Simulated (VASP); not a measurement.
# LaSc2F (I4/mmm) in VASP: further runs, part 2 of 2

VASP 6.6.1.

## 4. Relaxation of cell and atoms, PBE

INCAR

```
ALGO = Normal
EDIFF = 1E-6
EDIFFG = -0.04
ENCUT = 600
GGA = PE
IBRION = 2
ISIF = 3
ISMEAR = 0
LASPH = T
LCHARG = F
LREAL = F
LWAVE = F
NELM = 100
NSW = 90
PREC = Accurate
SIGMA = 0.1
```

KPOINTS

```
k-points
0
Gamma
  4 4 4
```

POSCAR

```
LaSc2F
1.0
   -2.6793921900      2.6793921900      2.9371342900
    2.6793921900     -2.6793921900      2.9371342900
    2.6793921900      2.6793921900     -2.9371342900
La Sc F
1 2 1
Direct
    0.5000000000      0.5000000000      0.0000000000
    0.5000000000      0.0000000000      0.5000000000
    0.0000000000      0.5000000000      0.5000000000
    0.0000000000      0.0000000000      0.0000000000
```

Potentials or basis: VASP PAW PBE potentials, release 64 (La, Sc_sv, F).

Command:

```
$ cat potpaw_PBE.64/La/POTCAR potpaw_PBE.64/Sc_sv/POTCAR potpaw_PBE.64/F/POTCAR > POTCAR
$ mpirun -np 1 vasp_std > vasp.out
```

OUTCAR:

```text
EDIFF = 1E-6
   EDIFFG = -0.04
   ENCUT = 600
   GGA = PE
   IBRION = 2
   ISIF = 3
   ISMEAR = 0
   LASPH = T
   LREAL = F
   NELM = 100
   NSW = 90
   PREC = Accurate

 ion  position               nearest neighbor table
   1  0.500  0.500  0.000-   2 2.68   3 2.68   2 2.68   3 2.68
   2  0.500  0.000  0.500-   1 2.68   1 2.68   3 2.94   3 2.94
   3  0.000  0.500  0.500-   1 2.68   1 2.68   2 2.94   2 2.94
   4  0.000  0.000  0.000-

  LATTYP: Found a body centered tetragonal cell.
 ALAT       =     5.3587843800
 C/A-ratio  =     1.0961942417

  Lattice vectors:

 A1 = (  -2.6793921900,   2.6793921900,   2.9371342900)
 A2 = (   2.6793921900,  -2.6793921900,   2.9371342900)
 A3 = (   2.6793921900,   2.6793921900,  -2.9371342900)

Analysis of symmetry for initial positions (statically):
=====================================================================
 Subroutine PRICEL returns:
 Original cell was already a primitive cell.

 Routine SETGRP: Setting up the symmetry group for a
 body centered tetragonal supercell.

 Subroutine GETGRP returns: Found 16 space group operations
 (whereof 16 operations were pure point group operations)
 out of a pool of 16 trial point group operations.

The static configuration has the point symmetry D_4h.

Analysis of symmetry for dynamics (positions and initial velocities):
=====================================================================
 Subroutine PRICEL returns:
 Original cell was already a primitive cell.

 Routine SETGRP: Setting up the symmetry group for a
 body centered tetragonal supercell.

 Subroutine GETGRP returns: Found 16 space group operations
 (whereof 16 operations were pure point group operations)
 out of a pool of 16 trial point group operations.

The dynamic configuration has the point symmetry D_4h.

 Subroutine INISYM returns: Found 16 space group operations
 (whereof 16 operations are pure point group operations),
 and found     1 'primitive' translations

----------------------------------------------------------------------------------------

                                     Primitive cell

  volume of cell :      84.3444

  direct lattice vectors                    reciprocal lattice vectors
    -2.679392190  2.679392190  2.937134290     0.000000000  0.186609486  0.170233960
     2.679392190 -2.679392190  2.937134290     0.186609486  0.000000000  0.170233960
     2.679392190  2.679392190 -2.937134290     0.186609486  0.186609486  0.000000000

  length of vectors
     4.794271879  4.794271879  4.794271879     0.252591966  0.252591966  0.263905666

  position of ions in fractional coordinates (direct lattice)
     0.500000000  0.500000000  0.000000000
     0.500000000  0.000000000  0.500000000
     0.000000000  0.500000000  0.500000000
     0.000000000  0.000000000  0.000000000

  ion indices of the primitive-cell ions
   primitive index   ion index
                 1           1
                 2           2
                 3           3
                 4           4

----------------------------------------------------------------------------------------

 KPOINTS: k-points

Automatic generation of k-mesh.
 Grid dimensions read from file:
 generate k-points for:    4    4    4

 Generating k-lattice:

  Cartesian coordinates                     Fractional coordinates (reciprocal lattice)
     0.000000000  0.046652372  0.042558490     0.250000000  0.000000000  0.000000000
     0.046652372  0.000000000  0.042558490     0.000000000  0.250000000  0.000000000
     0.046652372  0.046652372  0.000000000     0.000000000  0.000000000  0.250000000

  Length of vectors
     0.063147992  0.063147992  0.065976417

  Shift w.r.t. Gamma in fractional coordinates (k-lattice)
     0.000000000  0.000000000  0.000000000

 Subroutine IBZKPT returns following result:
 ===========================================

 Found     13 irreducible k-points:

 Following reciprocal coordinates:
            Coordinates               Weight
  0.000000  0.000000  0.000000      1.000000
  0.250000  0.000000  0.000000      8.000000
  0.500000  0.000000  0.000000      4.000000
  0.250000  0.250000  0.000000      8.000000
  0.500000  0.250000 -0.000000     16.000000
 -0.250000  0.250000  0.000000      4.000000
  0.500000  0.500000  0.000000      2.000000
  0.250000  0.250000  0.250000      2.000000
 -0.250000  0.250000  0.250000      4.000000
  0.500000  0.500000  0.250000      4.000000
 -0.250000  0.500000  0.250000      8.000000
 -0.250000 -0.250000  0.250000      2.000000
  0.500000  0.500000  0.500000      1.000000
   k-points           NKPTS =     13   k-points in BZ     NKDIM =     13   number of bands    NBANDS=     24
   number of dos      NEDOS =    301   number of ions     NIONS =      4
   total plane-waves  NPLWV =  64000
   dimension x,y,z NGX =    40 NGY =   40 NGZ =   40
   dimension x,y,z NGXF=    80 NGYF=   80 NGZF=   80
   ions per type =               1   2   1
   NGX,Y,Z   is equivalent  to a cutoff of  13.87, 13.87, 13.87 a.u.
   NGXF,Y,Z  is equivalent  to a cutoff of  27.74, 27.74, 27.74 a.u.
 SYSTEM =  unknown system
   PREC   = accura    normal or accurate (medium, high low for compatibility)
   ISTART =      0    job   : 0-new  1-cont  2-samecut
   ICHARG =      2    charge: 1-file 2-atom 10-const
   ISPIN  =      1    spin polarized calculation?
   LNONCOLLINEAR =      F non collinear calculations
   LSORBIT =      F    spin-orbit coupling
   LASPH  =      T    aspherical Exc in radial PAW
   ENCUT  =  600.0 eV  44.10 Ry    6.64 a.u.   9.58  9.58  9.58*2*pi/ulx,y,z
   NELM   =    100;   NELMIN=  2; NELMDL= -5     # of ELM steps
   EDIFF  = 0.1E-05   stopping-criterion for ELM
   LREAL  =      F    real-space projection
   EDIFFG = -.4E-01   stopping-criterion for IOM
   NSW    =     90    number of steps for IOM
   IBRION =      2    ionic relax: 0-MD 1-quasi-New 2-CG
   NFREE  =      1    steps in history (QN), initial steepest desc. (CG)
   ISIF   =      3    stress and relaxation
   ISYM   =      2    0-nonsym 1-usesym 2-fastsym
   POTIM  = 0.5000    time-step for ionic-motion
   TEBEG  =    0.0;   TEEND  =   0.0 temperature during run
   PSTRESS=    0.0 pullay stress
   NELECT =      40.0000    total number of electrons
   NUPDOWN=      -1.0000    fix difference up-down
   EMIN   =  10.00;   EMAX   =-10.00  energy-range for DOS
   EFERMI =   0.00;   METHOD = LEGACY
   ISMEAR =     0;   SIGMA  =   0.10  broadening in eV -4-tet -1-fermi 0-gaus
   EFERMI_NEDOS =   21; number of points for ismear=-14 and -15
   IALGO  =     38    algorithm
   IMIX   =      4    mixing-type and parameters
     AMIX     =   0.40;   BMIX     =  1.00
     AMIX_MAG =   1.60;   BMIX_MAG =  1.00
  volume/ion in A,a.u.               =      21.09       142.30
  Fermi-wavevector in a.u.,A,eV,Ry     =   1.276662  2.412542 22.175682  1.629867
  Thomas-Fermi vector in A             =   2.409306
   LORBIT       =      0    0 simple, 1 ext, 2 COOP (PROOUT), +10 PAW based schemes
   GGA     = PE    functional components
   LHFCALC =     F    Hartree Fock is set to
   AEXX    =    0.0000 exact exchange contribution
   IVDW    =     0    specifies the selected vdW correction
   LEPSILON=     F    determine dielectric tensor
   LRPA    =     F    only Hartree local field effects (RPA)
 conjugate gradient relaxation of ions
 non-spin polarized calculation
 Gauss-broadening in eV      SIGMA  =   0.10
  energy-cutoff  :      600.00
  volume of cell :       84.34
 maximum number of plane-waves:      2835
 NGX is ok and might be reduce to    40
   NGX = 19   NGY = 19   NGZ = 19

--------------------------------------- Ionic step        1  -------------------------------------------

 number of electron      39.9999999 magnetization

 Free energy of the ion-electron system (eV)
  ---------------------------------------------------
  ext. energy  EPLUGINS =         0.00000000
  ---------------------------------------------------
  free energy    TOTEN  =       -19.93472997 eV

  energy without entropy =      -19.88868390  energy(sigma->0) =      -19.91170693

 E-fermi :   5.8714     XC(G=0): -10.1737

 val. band max:        5.8617347770   @ k =   0.0000   0.0000   0.0000
 cond. band min:       5.8865689555   @ k =   0.5000   0.5000   0.5000
 fundamental gap:      0.0248341785
 Fermi energy:         5.8713872787

 k-point     1 :       0.0000    0.0000    0.0000
  band No.  band energies     occupation
      1     -43.3813      2.00000
      2     -43.3031      2.00000
      3     -26.3585      2.00000
      4     -22.2829      2.00000
      5     -22.2829      2.00000
      6     -22.2087      2.00000
[... 447 lines left out ...]
  FREE ENERGIE OF THE ION-ELECTRON SYSTEM (eV)
  ---------------------------------------------------
  free  energy   TOTEN  =       -20.2941396785 eV

  energy  without entropy=      -20.2613842983  energy(sigma->0) =      -20.27776199

[... ionic steps 4 to 8 ...]

--------------------------------------- Ionic step        9  -------------------------------------------

 number of electron      40.0000002 magnetization

------------------------ aborting loop because EDIFF is reached ----------------------------------------
[... 71 lines left out ...]
--------------------------------------- Ionic step       11  -------------------------------------------

 number of electron      40.0000005 magnetization

 Free energy of the ion-electron system (eV)
  ---------------------------------------------------
  ext. energy  EPLUGINS =         0.00000000
  ---------------------------------------------------
  free energy    TOTEN  =       -20.49952460 eV

  energy without entropy =      -20.47939955  energy(sigma->0) =      -20.48946207

 E-fermi :   4.6079     XC(G=0):  -9.4133

 val. band max:        4.5971712355   @ k =   0.5000   0.5000   0.0000
 cond. band min:       4.6158732719   @ k =  -0.2500   0.2500   0.0000
 fundamental gap:      0.0187020365
 Fermi energy:         4.6079360957

 k-point     1 :       0.0000    0.0000    0.0000
  band No.  band energies     occupation
      1     -44.7950      2.00000
      2     -44.5760      2.00000
      3     -27.9927      2.00000
      4     -24.0064      2.00000
      5     -23.4899      2.00000
      6     -23.4899      2.00000
[... 371 lines left out ...]
  FREE ENERGIE OF THE ION-ELECTRON SYSTEM (eV)
  ---------------------------------------------------
  free  energy   TOTEN  =       -20.4995245988 eV

  energy  without entropy=      -20.4793995511  energy(sigma->0) =      -20.48946207

 reached required accuracy - stopping structural energy minimisation
```

CONTCAR:

```text
LaSc2F
   1.00000000000000
    -3.0919069504797108    3.0919069504797108    2.6291546016441001
     3.0919069504797108   -3.0919069504797108    2.6291546016441001
     3.0919069504797108    3.0919069504797108   -2.6291546016441001
  La              Sc              F
     1     2     1
Direct
     0.5000000000000000    0.5000000000000000    0.0000000000000000
     0.5000000000000000    1.0000000000000000    0.5000000000000000
     0.0000000000000000    0.5000000000000000    0.5000000000000000
     0.0000000000000000    0.0000000000000000    0.0000000000000000

  0.00000000E+00  0.00000000E+00  0.00000000E+00
  0.00000000E+00  0.00000000E+00  0.00000000E+00
  0.00000000E+00  0.00000000E+00  0.00000000E+00
  0.00000000E+00  0.00000000E+00  0.00000000E+00
```

It took 8.7 min on 1 thread of Oxide Virtual Turin-like, shared host; peak memory 0.24 GiB.

Results:

```yaml
Free_energy: -20.4995 eV
Relaxed_volume: 25.13 Å³/atom
Relaxed_cell: a = 5.102 Å, b = 5.102 Å, c = 5.102 Å, α = 105.40°, β = 105.40°, γ = 117.96°
Space_group_after_relaxing_to_0.1_Å: I4/mmm (No. 139)
Energy_gained_by_relaxing: 141.2 meV/atom
Ionic_steps: 11
Pressure_after_relaxing: 0.0 GPa
Band_gap_on_the_k_mesh: zero (bands 20 and 21 overlap by 0.66 eV)
```

Step by step:
```
step  energy change (eV)  largest force (eV/Å)  pressure (GPa)  volume (Å³)
   1              0.0000                0.0000            5.33        84.34
   2             -0.2901                0.0000            1.52        93.14
   3             -0.3594                0.0000           -0.90        99.83
   4             -0.3609                0.0000           -1.21       100.95
   5             -0.4509                0.0000           -0.63       100.04
   6             -0.5454                0.0000            1.46        96.85
   7             -0.5539                0.0000            0.77        97.84
   8             -0.5551                0.0000            0.94        97.54
   9             -0.5640                0.0000            0.05       100.60
  10             -0.5642                0.0000            0.16       100.22
  11             -0.5648                0.0000            0.00       100.54
```

Final structure:
```xyz
4
Lattice="-3.0919 3.0919 2.6292 3.0919 -3.0919 2.6292 3.0919 3.0919 -2.6292" Properties=species:S:1:pos:R:3 pbc="T T T"
La    0.0000    0.0000    2.6292
Sc    3.0919    0.0000    2.6292
Sc    3.0919    0.0000    0.0000
F     0.0000    0.0000    0.0000
```

Caveat: the k points lie up to 0.39 Å⁻¹ apart in the final cell, too coarse for converged energies and pressures of a metal; the volume moved by over 15 % at a fixed basis, so the end points are rough; spin-orbit coupling is left out, which moves the levels of the heavy elements.

## 5. Single point, PBE, collinear spin

This run uses another cell than the first one, of 25.27 Å³/atom.

INCAR

```
  PREC = Accurate
  ENCUT = 520
  EDIFF = 1E-6
  ISMEAR = 0
  SIGMA = 0.1
  LREAL = False
  LASPH = True
  NELM = 150
  ALGO = Normal
  ISIF = 2
  LWAVE = False
  LCHARG = False
  ISPIN = 2
  MAGMOM = 0 1 1 0
  LORBIT = 11
  LMAXMIX = 6
  GGA = PE
  NBANDS = 32
```

KPOINTS

```
regular mesh
0
Gamma
  4 4 4
```

POSCAR

```
LaSc2F
1.0
   -3.1015980040      3.1015980040      2.6264692973
    3.1015980040     -3.1015980040      2.6264692973
    3.1015980040      3.1015980040     -2.6264692973
La Sc F
1 2 1
Direct
    0.5000000000      0.5000000000      0.0000000000
    0.5000000000      0.0000000000      0.5000000000
    0.0000000000      0.5000000000      0.5000000000
    0.0000000000      0.0000000000      0.0000000000
```

Command:

```
$ cat potpaw_PBE.64/La/POTCAR potpaw_PBE.64/Sc_sv/POTCAR potpaw_PBE.64/F/POTCAR > POTCAR
$ mpirun -np 1 vasp_std > vasp.out
```

Wall time 2.9 min (1 thread of Oxide Virtual Turin-like, shared host); peak memory 0.29 GiB.

The run converged. Its results:

- Free energy: -20.5148 eV
- Pressure: 0.0 GPa
- Band gap on the k mesh: zero (filled and empty bands overlap)
- Net moment: 0.00 μB per cell
- Valence electrons inside the program's atomic spheres: La 8.59; Sc 9.57; F 6.03

Stress tensor (GPa, compression positive):
```
 0.06  0.00  0.00
 0.00  0.06  0.00
 0.00  0.00 -0.08
```

Levels at points of the mesh, in eV from the Fermi level:
Spin up:
| k point | band 17 | band 18 | band 19 | band 20 | band 21 | band 22 | band 23 | band 24 |
| --- | --- | --- | --- | --- | --- | --- | --- | --- |
| (0.00, 0.00, 0.00) | -3.35 | -1.35 | -1.28 | -1.28 | -0.50 | -0.30 | 1.81 | 1.88 |
| (0.50, 0.00, 0.00) | -1.30 | -0.45 | -0.35 | 0.12 | 0.64 | 0.95 | 1.13 | 1.15 |
| (0.50, 0.50, 0.00) | -1.45 | -0.82 | -0.52 | -0.02 | 0.37 | 0.50 | 1.19 | 1.25 |
| (0.50, 0.50, 0.50) | -1.90 | -0.31 | -0.31 | -0.13 | -0.11 | 0.79 | 1.31 | 1.59 |
Spin down:
| k point | band 17 | band 18 | band 19 | band 20 | band 21 | band 22 | band 23 | band 24 |
| --- | --- | --- | --- | --- | --- | --- | --- | --- |
| (0.00, 0.00, 0.00) | -3.35 | -1.35 | -1.28 | -1.28 | -0.50 | -0.30 | 1.81 | 1.88 |
| (0.50, 0.00, 0.00) | -1.30 | -0.45 | -0.35 | 0.12 | 0.64 | 0.95 | 1.13 | 1.15 |
| (0.50, 0.50, 0.00) | -1.45 | -0.82 | -0.52 | -0.02 | 0.37 | 0.50 | 1.19 | 1.25 |
| (0.50, 0.50, 0.50) | -1.90 | -0.31 | -0.31 | -0.13 | -0.11 | 0.79 | 1.31 | 1.59 |

Caveat: the k points lie up to 0.39 Å⁻¹ apart, too coarse for converged energies and pressures of a metal; spin-orbit coupling is left out, which moves the levels of the heavy elements.

## 6. Single point, PBE

This run uses another cell than the first one, of 25.19 Å³/atom.

INCAR

```
PREC = Accurate
ENCUT = 520
EDIFF = 1E-6
ISMEAR = 0
SIGMA = 0.1
LREAL = F
LASPH = T
NELM = 80
ALGO = Fast
ISIF = 2
LWAVE = F
LCHARG = F
GGA = PE
NBANDS = 28
```

KPOINTS

```
regular mesh
0
Gamma
  12 12 12
```

POSCAR

```
LaSc2F
1.0
   -3.1002357430      3.1002357430      2.6213140036
    3.1002357430     -3.1002357430      2.6213140036
    3.1002357430      3.1002357430     -2.6213140036
La Sc F
1 2 1
Direct
    0.5000000000      0.5000000000      0.0000000000
    0.5000000000      0.0000000000      0.5000000000
    0.0000000000      0.5000000000      0.5000000000
    0.0000000000      0.0000000000      0.0000000000
```

Potentials or basis: VASP PAW PBE potentials, release 64 (La, Sc_sv, F).

Command:

```
$ cat potpaw_PBE.64/La/POTCAR potpaw_PBE.64/Sc_sv/POTCAR potpaw_PBE.64/F/POTCAR > POTCAR
$ mpirun -np 1 vasp_std > vasp.out
```

It took 36 min on 1 thread of Oxide Virtual Turin-like, shared host; peak memory 0.61 GiB.

Results (log left out):

```yaml
Free_energy: -20.5107 eV
Pressure: 0.0 GPa
Band_gap_on_the_k_mesh: zero (bands 20 and 21 overlap by 0.93 eV)
```

Levels at points of the mesh, in eV from the Fermi level:
| k point | band 17 | band 18 | band 19 | band 20 | band 21 | band 22 | band 23 | band 24 |
| --- | --- | --- | --- | --- | --- | --- | --- | --- |
| (0.00, 0.00, 0.00) | -3.37 | -1.38 | -1.29 | -1.29 | -0.51 | -0.29 | 1.87 | 1.94 |
| (0.50, 0.00, 0.00) | -1.32 | -0.47 | -0.36 | 0.11 | 0.64 | 0.95 | 1.25 | 1.40 |
| (0.50, 0.50, 0.00) | -1.45 | -0.85 | -0.53 | -0.02 | 0.36 | 0.48 | 1.18 | 1.24 |
| (0.50, 0.50, 0.50) | -1.90 | -0.32 | -0.32 | -0.13 | -0.12 | 0.79 | 1.58 | 1.84 |

Caveat: spin-orbit coupling is left out, which moves the levels of the heavy elements.

## 7. The runs side by side

```tsv
task	spin	cell	k mesh	cutoff (eV)	gap on the mesh (eV)	pressure (GPa)
single point	off	a = 4.794 Å, angles 112.0, 112.0, 104.4°, 4 atoms	4 × 4 × 4	520	none	5.3
single point	off	a = 5.113 Å, angles 105.3, 105.3, 118.2°, 4 atoms	4 × 4 × 4	520	none	0.0
relaxation of cell and atoms	off	relaxed from a = 4.794 Å, angles 112.0, 112.0, 104.4°, 4 atoms	4 × 4 × 4	600	none	0.0
single point	collinear	a = 5.113 Å, angles 105.3, 105.3, 118.2°, 4 atoms	4 × 4 × 4	520	none	0.0
single point	off	a = 5.108 Å, angles 105.3, 105.3, 118.3°, 4 atoms	12 × 12 × 12	520	none	0.0
```

Alike in all rows: level PBE; potentials or basis VASP PAW PBE potentials, release 64 (La, Sc_sv, F); smearing gaussian 0.1 eV.

Caveats: some runs use coarse meshes; spin-orbit coupling is left out, which moves the levels of the heavy elements; the volume moved by over 15 % at a fixed basis, so the end points are rough (at least some runs).

Total energies depend on the potentials used, so only differences within one code and one set of settings carry meaning.

The gap in the log of VASP goes by the Fermi energy; the results here count the filled bands.